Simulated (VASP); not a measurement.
Wanted: the native input for a VASP 6.6.1 run.

```yaml
Task: single point
Functional: PBE
Potentials_or_basis: VASP PAW PBE potentials, release 64 (Sb)
Cutoff: 500 eV
k_mesh: 6 × 6 × 3
Occupations: fermi-dirac, width 0.1 eV
Spin: no spin polarisation
Dipole_correction: no
Further_INCAR_settings: ALGO = Normal; EDIFF = 1e-06; NBANDS = 12
```

The structure of Sb lies in POSCAR:

```
Sb
1.0
    3.3687506112      0.0000000000      0.0000000000
   -1.6843753056      2.9174236083      0.0000000000
    0.0000000000      0.0000000000      5.5783622319
Sb
2
Direct
    0.3333333333      0.6666666667      0.2500000000
    0.6666666667      0.3333333333      0.7500000000
```

One way to write it, as run:

INCAR

```
PREC = Accurate
ENCUT = 500
EDIFF = 1E-6
ISMEAR = -1
SIGMA = 0.1
LREAL = False
LASPH = True
NELM = 120
ALGO = Normal
ISIF = 2
LWAVE = False
LCHARG = False
GGA = PE
NBANDS = 12
GGA_COMPAT = False
```

KPOINTS

```
Automatic mesh
0
Gamma
  6 6 3
```

Potentials or basis: VASP PAW PBE potentials, release 64 (Sb).

The run is started by

```bash
$ cat potpaw_PBE.64/Sb/POTCAR > POTCAR
$ mpirun -np 1 vasp_std > vasp.out
```

Results of the run:

The pressure is -0.5 GPa and the band gap on the k mesh is zero (band 5 reaches 12.30 eV, above the bottom of band 6 at 5.95 eV).

Caveat: the k points lie up to 0.38 Å⁻¹ apart; spin-orbit coupling is left out, which moves the levels of the heavy elements.

It took 14 s on 1 thread of Intel Xeon 8259CL, with other jobs on the host, peak memory 0.17 GiB.
